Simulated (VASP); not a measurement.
# Sb: single point with PBE-based screened hybrid with 25 % exact exchange

Crystal: Sb.

```
Sb
1.0
    -1.87134    1.87134    1.87134
     1.87134   -1.87134    1.87134
     1.87134    1.87134   -1.87134
Sb
1
Direct
  0.00000 0.00000 0.00000
```

This isn't the form of Sb at room conditions, which is rhombohedral.

| Item | Value |
| --- | --- |
| Program | VASP 6.6.1 |
| Task | single point |
| Functional | PBE-based screened hybrid with 25 % exact exchange |
| Potentials or basis | VASP PAW PBE potentials, release 64 (Sb) |
| Cutoff | 520 eV |
| k mesh | 5 × 5 × 5 |
| Occupations | fermi-dirac, width 0.05 eV |
| Spin | no spin polarisation |

```json
{
  "Pressure": "-2.0 GPa",
  "Band gap on the k mesh": "zero (an odd number of electrons rules out a gap without spin polarisation)"
}
```

Levels at points of the mesh, in eV from the Fermi level:
```
           k point  band 1  band 2  band 3  band 4  band 5  band 6
(0.00, 0.00, 0.00)  -14.79    6.44    6.44    6.44   11.29   11.29
```

Wall time 3.6 min on 1 thread of Intel Xeon 8259CL (shared host), peak memory 0.24 GiB.

Caveat: the k points lie up to 0.47 Å⁻¹ apart, too coarse for converged energies and pressures of a metal; the PAW data sets were made with another functional, which shifts forces and pressure a little; spin-orbit coupling is left out, which moves the levels of the heavy elements.
